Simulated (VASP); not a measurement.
# Ge (Fd-3m) in VASP: single point with PBE

Aim: the single point of Ge with PBE.

Everything below comes from runs of VASP 6.6.1. Logs are shortened: lines on timing, memory, paths and dates and some standing lists are left out, and cuts for length are marked.

## (1) The cell of the first run

Symmetry: Fd-3m, No. 227, cubic system. The conventional cell has a = 5.772 Å, b = 5.772 Å, c = 5.772 Å, α = 90.00°, β = 90.00°, γ = 90.00°. Ge (site symmetry -43m) has 4 Ge at 2.50 Å within 3.3 Å.

## (2) Single point, PBE

INCAR

```
SYSTEM = Ge
PREC = Accurate
ENCUT = 500
EDIFF = 1E-6
ISMEAR = -1
SIGMA = 0.0272
LREAL = .FALSE.
LASPH = .TRUE.
NELM = 120
ALGO = Normal
ISIF = 2
LWAVE = .FALSE.
LCHARG = .TRUE.
GGA = PE
LELF = .TRUE.
LVHAR = .TRUE.
NBANDS = 21
GGA_COMPAT = .FALSE.
```

KPOINTS

```
regular mesh
0
G
  6 6 6
  0 0 0
```

POSCAR

```
Ge
1.0
    0.0000000000      2.8859806916      2.8859806916
    2.8859806916      0.0000000000      2.8859806916
    2.8859806916      2.8859806916      0.0000000000
Ge
2
Direct
    0.8750000000      0.8750000000      0.8750000000
    0.1250000000      0.1250000000      0.1250000000
```

Potentials or basis: VASP PAW PBE potentials, release 64 (Ge_d).

Command:

```
$ cat potpaw_PBE.64/Ge_d/POTCAR > POTCAR
$ mpirun -np 1 vasp_std > vasp.out
```

OUTCAR:

```text
SYSTEM = Ge
   PREC = Accurate
   ENCUT = 500
   EDIFF = 1E-6
   ISMEAR = -1
   LREAL = .FALSE.
   LASPH = .TRUE.
   NELM = 120
   ISIF = 2
   GGA = PE

 ion  position               nearest neighbor table
   1  0.875  0.875  0.875-   2 2.50   2 2.50   2 2.50   2 2.50
   2  0.125  0.125  0.125-   1 2.50   1 2.50   1 2.50   1 2.50

  LATTYP: Found a face centered cubic cell.
 ALAT       =     5.7719613832

  Lattice vectors:

 A1 = (   0.0000000000,   2.8859806916,   2.8859806916)
 A2 = (   2.8859806916,   0.0000000000,   2.8859806916)
 A3 = (   2.8859806916,   2.8859806916,   0.0000000000)

Analysis of symmetry for initial positions (statically):
=====================================================================
 Subroutine PRICEL returns:
 Original cell was already a primitive cell.

 Routine SETGRP: Setting up the symmetry group for a
 face centered cubic supercell.

 Subroutine GETGRP returns: Found 48 space group operations
 (whereof 12 operations were pure point group operations)
 out of a pool of 48 trial point group operations.

The static configuration has the point symmetry D_3d.
 The point group associated with its full space group is O_h .

Analysis of symmetry for dynamics (positions and initial velocities):
=====================================================================
 Subroutine PRICEL returns:
 Original cell was already a primitive cell.

 Routine SETGRP: Setting up the symmetry group for a
 face centered cubic supercell.

 Subroutine GETGRP returns: Found 48 space group operations
 (whereof 12 operations were pure point group operations)
 out of a pool of 48 trial point group operations.

The dynamic configuration has the point symmetry D_3d.
 The point group associated with its full space group is O_h .

 Subroutine INISYM returns: Found 48 space group operations
 (whereof 12 operations are pure point group operations),
 and found     1 'primitive' translations

----------------------------------------------------------------------------------------

                                     Primitive cell

  volume of cell :      48.0740

  direct lattice vectors                    reciprocal lattice vectors
     0.000000000  2.885980692  2.885980692    -0.173251332  0.173251332  0.173251332
     2.885980692  0.000000000  2.885980692     0.173251332 -0.173251332  0.173251332
     2.885980692  2.885980692  0.000000000     0.173251332  0.173251332 -0.173251332

  length of vectors
     4.081393035  4.081393035  4.081393035     0.300080110  0.300080110  0.300080110

  position of ions in fractional coordinates (direct lattice)
     0.875000000  0.875000000  0.875000000
     0.125000000  0.125000000  0.125000000

  ion indices of the primitive-cell ions
   primitive index   ion index
                 1           1
                 2           2

----------------------------------------------------------------------------------------

 KPOINTS: regular mesh

Automatic generation of k-mesh.
 Grid dimensions read from file:
 generate k-points for:    6    6    6

 Generating k-lattice:

  Cartesian coordinates                     Fractional coordinates (reciprocal lattice)
    -0.028875222  0.028875222  0.028875222     0.166666667  0.000000000  0.000000000
     0.028875222 -0.028875222  0.028875222     0.000000000  0.166666667  0.000000000
     0.028875222  0.028875222 -0.028875222     0.000000000  0.000000000  0.166666667

  Length of vectors
     0.050013352  0.050013352  0.050013352

  Shift w.r.t. Gamma in fractional coordinates (k-lattice)
     0.000000000  0.000000000  0.000000000

 Subroutine IBZKPT returns following result:
 ===========================================

 Found     16 irreducible k-points:

 Following reciprocal coordinates:
            Coordinates               Weight
  0.000000  0.000000  0.000000      1.000000
  0.166667  0.000000  0.000000      8.000000
  0.333333  0.000000  0.000000      8.000000
  0.500000  0.000000  0.000000      4.000000
  0.166667  0.166667  0.000000      6.000000
  0.333333  0.166667  0.000000     24.000000
[... 8 lines left out ...]
 -0.333333  0.333333  0.166667     24.000000
 -0.333333  0.500000  0.166667     12.000000
   k-points           NKPTS =     16   k-points in BZ     NKDIM =     16   number of bands    NBANDS=     21
   number of dos      NEDOS =    301   number of ions     NIONS =      2
   total plane-waves  NPLWV =  27000
   dimension x,y,z NGX =    30 NGY =   30 NGZ =   30
   dimension x,y,z NGXF=    60 NGYF=   60 NGZF=   60
   ions per type =               2
   NGX,Y,Z   is equivalent  to a cutoff of  12.22, 12.22, 12.22 a.u.
   NGXF,Y,Z  is equivalent  to a cutoff of  24.44, 24.44, 24.44 a.u.
 SYSTEM =  Ge
   PREC   = accura    normal or accurate (medium, high low for compatibility)
   ISTART =      0    job   : 0-new  1-cont  2-samecut
   ICHARG =      2    charge: 1-file 2-atom 10-const
   ISPIN  =      1    spin polarized calculation?
   LNONCOLLINEAR =      F non collinear calculations
   LSORBIT =      F    spin-orbit coupling
   LASPH  =      T    aspherical Exc in radial PAW
   ENCUT  =  500.0 eV  36.75 Ry    6.06 a.u.   7.44  7.44  7.44*2*pi/ulx,y,z
   NELM   =    120;   NELMIN=  2; NELMDL= -5     # of ELM steps
   EDIFF  = 0.1E-05   stopping-criterion for ELM
   LREAL  =      F    real-space projection
   EDIFFG = 0.1E-04   stopping-criterion for IOM
   NSW    =      0    number of steps for IOM
   IBRION =     -1    ionic relax: 0-MD 1-quasi-New 2-CG
   NFREE  =      0    steps in history (QN), initial steepest desc. (CG)
   ISIF   =      2    stress and relaxation
   ISYM   =      2    0-nonsym 1-usesym 2-fastsym
   POTIM  = 0.5000    time-step for ionic-motion
   TEBEG  =    0.0;   TEEND  =   0.0 temperature during run
   PSTRESS=    0.0 pullay stress
   NELECT =      28.0000    total number of electrons
   NUPDOWN=      -1.0000    fix difference up-down
   EMIN   =  10.00;   EMAX   =-10.00  energy-range for DOS
   EFERMI =   0.00;   METHOD = LEGACY
   ISMEAR =    -1;   SIGMA  =   0.03  broadening in eV -4-tet -1-fermi 0-gaus
   EFERMI_NEDOS =   21; number of points for ismear=-14 and -15
   IALGO  =     38    algorithm
   IMIX   =      4    mixing-type and parameters
     AMIX     =   0.40;   BMIX     =  1.00
     AMIX_MAG =   1.60;   BMIX_MAG =  1.00
  volume/ion in A,a.u.               =      24.04       162.21
  Fermi-wavevector in a.u.,A,eV,Ry     =   1.367175  2.583586 25.431565  1.869167
  Thomas-Fermi vector in A             =   2.493251
   LORBIT       =      0    0 simple, 1 ext, 2 COOP (PROOUT), +10 PAW based schemes
   GGA     = PE    functional components
   LHFCALC =     F    Hartree Fock is set to
   AEXX    =    0.0000 exact exchange contribution
   IVDW    =     0    specifies the selected vdW correction
   LEPSILON=     F    determine dielectric tensor
   LRPA    =     F    only Hartree local field effects (RPA)
 non-spin polarized calculation
  energy-cutoff  :      500.00
  volume of cell :       48.07
 maximum number of plane-waves:      1243
 NGX is ok and might be reduce to    30
   NGX = 15   NGY = 15   NGZ = 15

 number of electron      28.0000019 magnetization

 Free energy of the ion-electron system (eV)
  ---------------------------------------------------
  ext. energy  EPLUGINS =         0.00000000
  ---------------------------------------------------
  free energy    TOTEN  =        -8.99338419 eV

  energy without entropy =       -8.99233147  energy(sigma->0) =       -8.99285783

 E-fermi :   4.4142     XC(G=0):  -9.6370

 val. band max:        3.9511436952   @ k =   0.1667   0.0000   0.0000
 cond. band min:       4.4345688655   @ k =   0.0000   0.0000   0.0000
 fundamental gap:      0.4834251703
 Fermi energy:         4.4141770155

 k-point     1 :       0.0000    0.0000    0.0000
  band No.  band energies     occupation
      1     -20.3011      2.00000
      2     -20.3011      2.00000
      3     -20.3011      2.00000
      4     -20.2695      2.00000
      5     -20.2695      2.00000
      6     -20.0891      2.00000
[... 13 lines left out ...]
     20      13.7537      0.00000
     21      13.7537      0.00000

 k-point     2 :       0.1667    0.0000    0.0000
  band No.  band energies     occupation
      1     -20.3111      2.00000
      2     -20.3111      2.00000
      3     -20.2973      2.00000
      4     -20.2548      2.00000
      5     -20.2548      2.00000
      6     -20.1049      2.00000
[... 13 lines left out ...]
     20      12.7002      0.00000
     21      12.7002      0.00000

 k-point     3 :       0.3333    0.0000    0.0000
  band No.  band energies     occupation
      1     -20.3200      2.00000
      2     -20.3200      2.00000
      3     -20.2896      2.00000
      4     -20.2385      2.00000
      5     -20.2385      2.00000
      6     -20.1177      2.00000
[... 13 lines left out ...]
     20      13.2581      0.00000
     21      13.2581      0.00000

 k-point     4 :       0.5000    0.0000    0.0000
  band No.  band energies     occupation
      1     -20.3222      2.00000
      2     -20.3222      2.00000
      3     -20.2855      2.00000
      4     -20.2336      2.00000
      5     -20.2336      2.00000
      6     -20.1207      2.00000
[... 13 lines left out ...]
     20      14.8173      0.00000
     21      15.3435      0.00000

 k-point     5 :       0.1667    0.1667    0.0000
  band No.  band energies     occupation
      1     -20.3094      2.00000
      2     -20.3094      2.00000
      3     -20.3081      2.00000
      4     -20.2563      2.00000
      5     -20.2380      2.00000
      6     -20.1329      2.00000
[... 13 lines left out ...]
     20      12.6083      0.00000
     21      14.2107      0.00000
[... 190 lines left out ...]
     20      15.4597      0.00000
     21      16.9464      0.00000

 k-point    14 :       0.5000    0.3333    0.1667
  band No.  band energies     occupation
      1     -20.3349      2.00000
      2     -20.3320      2.00000
      3     -20.2670      2.00000
      4     -20.2213      2.00000
      5     -20.1925      2.00000
      6     -20.1776      2.00000
[... 13 lines left out ...]
     20      14.0630      0.00000
     21      16.3982      0.00000

 k-point    15 :      -0.3333    0.3333    0.1667
  band No.  band energies     occupation
      1     -20.3433      2.00000
      2     -20.3346      2.00000
      3     -20.2480      2.00000
      4     -20.2058      2.00000
      5     -20.1870      2.00000
      6     -20.1795      2.00000
[... 13 lines left out ...]
     20      15.8576      0.00000
     21      15.8844      0.00000

 k-point    16 :      -0.3333    0.5000    0.1667
  band No.  band energies     occupation
      1     -20.3395      2.00000
      2     -20.3395      2.00000
      3     -20.2305      2.00000
      4     -20.2305      2.00000
      5     -20.1756      2.00000
      6     -20.1756      2.00000
[... 13 lines left out ...]
     20      15.0144      0.00000
     21      16.9673      0.00000

------------------------ aborting loop because EDIFF is reached ----------------------------------------

  FORCE on cell =-STRESS in cart. coord.  units (eV):
  Direction    XX          YY          ZZ          XY          YZ          ZX
  --------------------------------------------------------------------------------------
  -------------------------------------------------------------------------------------
  Total       -0.1001093     -0.1001093     -0.1001093     -0.0000000     -0.0000000      0.0000000
  in kB       -3.3363732     -3.3363732     -3.3363732     -0.0000000     -0.0000000      0.0000000
  external PRESSURE =      -3.3363732 kB  Pullay stress =       0.0000000 kB

 VOLUME and BASIS-vectors are now :
 -----------------------------------------------------------------------------
  energy-cutoff  :      500.00
  volume of cell :       48.07
      direct lattice vectors                 reciprocal lattice vectors
     0.000000000  2.885980692  2.885980692    -0.173251332  0.173251332  0.173251332
     2.885980692  0.000000000  2.885980692     0.173251332 -0.173251332  0.173251332
     2.885980692  2.885980692  0.000000000     0.173251332  0.173251332 -0.173251332

 POSITION                                       TOTAL-FORCE (eV/Angst)
 -----------------------------------------------------------------------------------
      5.05047      5.05047      5.05047         0.000000      0.000000      0.000000
      0.72150      0.72150      0.72150        -0.000000     -0.000000     -0.000000
 -----------------------------------------------------------------------------------
    total drift:                               -0.000000      0.000000      0.000000

  FREE ENERGIE OF THE ION-ELECTRON SYSTEM (eV)
  ---------------------------------------------------
  free  energy   TOTEN  =        -8.9933841936 eV

  energy  without entropy=       -8.9923314671  energy(sigma->0) =       -8.99285783
```

It took 10 s on 1 thread of Intel Xeon 6975P-C (Granite Rapids), shared host; peak memory 0.16 GiB.

Results:

| Property | Result |
| --- | --- |
| Free energy | -8.9934 eV |
| Pressure | -0.3 GPa |
| Band gap on the k mesh | zero (filled and empty bands touch) |

Levels at points of the mesh, in eV from the Fermi level:
```
           k point  band 11  band 12  band 13  band 14  band 15  band 16  band 17  band 18
(0.00, 0.00, 0.00)   -12.31    -0.48     0.02     0.02     0.02     2.54     2.54     2.54
(0.50, 0.00, 0.00)   -10.36    -7.32    -1.30    -1.30     0.03     3.73     3.73     7.12
(0.50, 0.50, 0.00)    -8.65    -8.65    -2.85    -2.85     0.84     0.84     9.05     9.05
```
